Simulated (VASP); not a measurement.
Input of a VASP 6.6.1 run:

File INCAR:

```
SYSTEM = SiC
ALGO = Normal
EDIFF = 1E-8
ENCUT = 520
GGA = PS
ISIF = 2
ISMEAR = 0
LASPH = .TRUE.
LCHARG = .FALSE.
LEPSILON = .TRUE.
LREAL = .FALSE.
LWAVE = .FALSE.
NELM = 60
PREC = Accurate
SIGMA = 0.01
```

KPOINTS

```
k-points
0
G
  10 10 5
  0 0 0
```

POSCAR

```
SiC
1.0
    3.0760000000      0.0000000000      0.0000000000
   -1.5380000000      2.6638941420      0.0000000000
    0.0000000000      0.0000000000      5.0480000000
Si C
2 2
Direct
    0.6666666667      0.3333333333      0.5000000000
    0.3333333333      0.6666666667      0.0000000000
    0.6666666667      0.3333333333      0.8850000000
    0.3333333333      0.6666666667      0.3850000000
```

Potentials or basis: VASP PAW PBE potentials, release 64 (Si, C).

The run is started by

```console
$ cat potpaw_PBE.64/Si/POTCAR potpaw_PBE.64/C/POTCAR > POTCAR
$ mpirun -np 1 vasp_std > vasp.out
```

(1) Estimate the electronic dielectric tensor (diagonal).

(2) Predict the Born charges (mean of the diagonal).

(3) Predict the band gap on the k mesh.

Results:

(1) 7.00, 7.00, 7.59.

(2) Si +2.75; C -2.75 e.

(3) 2.32 eV, indirect (least direct gap 3.96 eV).
